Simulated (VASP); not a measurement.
The system is Ag.

```xyz
3
Lattice="0.0000 3.1384 3.1384 3.1384 0.0000 3.1384 3.1384 3.1384 0.0000" Properties=species:S:1:pos:R:3 pbc="T T T"
Ag    1.5692    1.5692    1.5692
Ag    4.7076    4.7076    4.7076
Ag    0.0000    0.0000    0.0000
```

- Program: VASP 6.6.1
- Task: relaxation of cell and atoms
- Functional: PBE
- Potentials or basis: VASP PAW PBE potentials, release 64 (Ag)
- Cutoff: 600 eV
- k mesh: 6 × 6 × 6
- Occupations: gaussian, width 0.1 eV
- Spin: no spin polarisation

At the start: pressure 3.6 GPa; volume 20.61 Å³/atom.

**Question.** Where does the relaxation end?

**Answer.** Over 3 steps the energy falls by 11.4 meV/atom and the volume is 21.67 Å³/atom (+5.1 %); space group Fm-3m (No. 225, to 0.05 Å).

The path:
| step | energy change (eV) | largest force (eV/Å) | pressure (GPa) | volume (Å³) |
| --- | --- | --- | --- | --- |
| 1 | 0.0000 | 0.0000 | 3.64 | 61.82 |
| 2 | -0.0307 | 0.0000 | -0.99 | 66.10 |
| 3 | -0.0342 | 0.0000 | 0.01 | 65.00 |

Final structure:
```
Ag
1.0
     0.00000    3.19131    3.19131
     3.19131    0.00000    3.19131
     3.19131    3.19131    0.00000
Ag
3
Cartesian
  1.5957 1.5957 1.5957
  4.7870 4.7870 4.7870
  0.0000 0.0000 0.0000
```
